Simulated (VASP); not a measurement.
Set up this calculation in VASP 6.6.1, as the native input.

```yaml
Task: single point
Functional: PBE
Potentials_or_basis: VASP PAW PBE potentials, release 64 (Ni, Al)
Cutoff: 520 eV
k_mesh: 14 × 14 × 14
Occupations: fermi-dirac, width 0.05 eV
Spin: no spin polarisation
Dipole_correction: no
Further_INCAR_settings: ALGO = Normal; EDIFF = 1e-07; NBANDS = 14
```

The structure of AlNi (zincblende type) lies in POSCAR:

```
AlNi
1.0
    0.0000000000      2.1815155824      2.1815155824
    2.1815155824      0.0000000000      2.1815155824
    2.1815155824      2.1815155824      0.0000000000
Ni Al
1 1
Direct
    0.0000000000      0.0000000000      0.0000000000
    0.2500000000      0.2500000000      0.2500000000
```

These files were run (other wordings do the same):

INCAR

```
SYSTEM = AlNi
PREC = Accurate
ENCUT = 520
EDIFF = 1E-7
ISMEAR = -1
SIGMA = 0.05
LREAL = .False.
LASPH = .True.
NELM = 80
ALGO = Normal
ISIF = 2
LWAVE = .False.
LCHARG = .False.
GGA = PE
NBANDS = 14
```

KPOINTS

```
Automatic mesh
0
Gamma
  14 14 14
  0 0 0
```

Potentials or basis: VASP PAW PBE potentials, release 64 (Ni, Al).

Run with:

```bash
$ cat potpaw_PBE.64/Ni/POTCAR potpaw_PBE.64/Al/POTCAR > POTCAR
$ mpirun -np 1 vasp_std > vasp.out
```

It gave:

| Item | Value |
| --- | --- |
| Pressure | 140.4 GPa |

Wall time 50 s on 1 thread of AMD EPYC 7R13, on a shared host, peak memory 0.13 GiB.
